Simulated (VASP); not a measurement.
Set up this calculation in VASP 6.6.1, as the native input.

| Property | Result |
| --- | --- |
| Task | single point |
| Functional | HSE06 |
| Potentials or basis | VASP PAW PBE potentials, release 64 (Sn_d) |
| Cutoff | 520 eV |
| k mesh | 4 × 4 × 4 |
| Occupations | fermi-dirac, width 0.02 eV |
| Spin | no spin polarisation |
| Dipole correction | no |
| Grid for exact exchange (PRECFOCK) | Normal |
| Further INCAR settings | ALGO = Normal; EDIFF = 1e-07; NBANDS = 21 |
| Share of exact exchange | 0.25 |
| Screening parameter | 0.2079 1/Å |

Crystal: Sn.

```
Sn
1.0
     0.00000    3.28446    3.28446
     3.28446    0.00000    3.28446
     3.28446    3.28446    0.00000
Sn
2
Direct
  0.00000 0.00000 0.00000
  0.25000 0.25000 0.25000
```

This isn't the form of Sn at room conditions, which is tetragonal (white tin).

These files were run (other wordings do the same):

POSCAR

```
Sn
1.0
    0.0000000000      3.2844597788      3.2844597788
    3.2844597788      0.0000000000      3.2844597788
    3.2844597788      3.2844597788      0.0000000000
Sn
2
Direct
    0.0000000000      0.0000000000      0.0000000000
    0.2500000000      0.2500000000      0.2500000000
```

INCAR.step1

```
SYSTEM = Sn
ALGO = Normal
EDIFF = 1E-5
ENCUT = 520
GGA = PE
ISIF = 2
ISMEAR = -1
LASPH = .True.
LCHARG = .False.
LREAL = .False.
LWAVE = .True.
NBANDS = 21
NELM = 100
PREC = Accurate
SIGMA = 0.02
```

INCAR.step2

```
SYSTEM = Sn
ALGO = Normal
EDIFF = 1E-7
ENCUT = 520
GGA = PE
HFSCREEN = 0.2079
ISIF = 2
ISMEAR = -1
ISTART = 1
LASPH = .True.
LCHARG = .False.
LHFCALC = .True.
LREAL = .False.
LWAVE = .False.
NBANDS = 21
NELM = 100
PREC = Accurate
PRECFOCK = Normal
SIGMA = 0.02
```

KPOINTS

```
k-points
0
Gamma
  4 4 4
  0 0 0
```

Potentials or basis: VASP PAW PBE potentials, release 64 (Sn_d).

The run is started by

```console
$ cat potpaw_PBE.64/Sn_d/POTCAR > POTCAR
$ cp INCAR.step1 INCAR
$ mpirun -np 1 vasp_std > vasp.out
$ cp INCAR.step2 INCAR
$ mpirun -np 1 vasp_std > vasp.out
```

It gave:

```yaml
Pressure: 0.2 GPa
Band_gap_on_the_k_mesh: zero (filled and empty bands touch)
```

Caveat: the k points lie up to 0.41 Å⁻¹ apart; the PAW data sets were made with another functional, which shifts forces and pressure a little; spin-orbit coupling is left out, which moves the levels of the heavy elements.

Run time: 56 min on 1 thread of Oxide Virtual Turin-like Processor, with other jobs on the host, peak memory 0.28 GiB.
